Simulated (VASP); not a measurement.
A run of VASP 6.6.1:

Contents of INCAR:

```
SYSTEM = Cu7Si2Ni4Pt7
ALGO = Normal ; EDIFF = 1E-6
ENCUT = 400 ; GGA = PE
GGA_COMPAT = .False. ; ISIF = 2
ISMEAR = -1 ; ISYM = -1
LASPH = .True. ; LCHARG = .False.
LREAL = Auto ; LWAVE = .False.
NBANDS = 114 ; NELM = 120
PREC = Accurate ; SIGMA = 0.1534
```

The input KPOINTS:

```
explicit points
1
Reciprocal
  0.25000000   0.25000000   0.25000000 1
```

The input POSCAR:

```
Cu7Si2Ni4Pt7
1.0
    6.3918180000      0.0201270000      0.0956380000
    0.0201270000      6.3566260000      0.0266190000
    0.0956380000      0.0266190000      6.4557280000
Cu Pt Ni Si
7 7 4 2
Direct
    0.6285232427      0.6618657254      0.7119288623
    0.7036022620      0.1624637543      0.4248571601
    0.9678579316      0.8496894983      0.6223211570
    0.1122839757      0.7273278152      0.3310853007
    0.1153369819      0.1758081941      0.4880226620
    0.7334713839      0.7602316723      0.2584247132
    0.2062138979      0.3473920936      0.0324173951
    0.8661918386      0.3757435667      0.7246264444
    0.9845960229      0.0823739549      0.1120106816
    0.4002487390      0.0552842339      0.1742738232
    0.4149349183      0.4587902402      0.3962070454
    0.2237530894      0.5779345911      0.7322391311
    0.6344625184      0.4040413505      0.0546008284
    0.4109382083      0.2177738345      0.7258059463
    0.2349272707      0.9220758687      0.8488364578
    0.4595831410      0.9107103966      0.5050747472
    0.6946664895      1.0035012243      0.8988870484
    0.9302863428      0.6658356832      0.9990875382
    0.3637029888      0.6815629176      0.0567334389
    0.8908989577      0.4579403381      0.3805709119
```

Potentials or basis: VASP PAW PBE potentials, release 64 (Cu, Pt, Ni, Si).

Launch:

```bash
$ cat potpaw_PBE.64/Cu/POTCAR potpaw_PBE.64/Pt/POTCAR potpaw_PBE.64/Ni/POTCAR potpaw_PBE.64/Si/POTCAR > POTCAR
$ mpirun -np 1 vasp_std > vasp.out
```

Hardware: 1 thread of Intel(R) Xeon(R) Platinum 8375C CPU @ 2.90GHz (Ice Lake), with other jobs on the host.

Q: How long does it take, and how much memory?

A: Run time: 110 s on 1 thread of Intel(R) Xeon(R) Platinum 8375C CPU @ 2.90GHz (Ice Lake) (shared host), peak memory 0.27 GiB. Counts: scf iterations 25, k points 1.
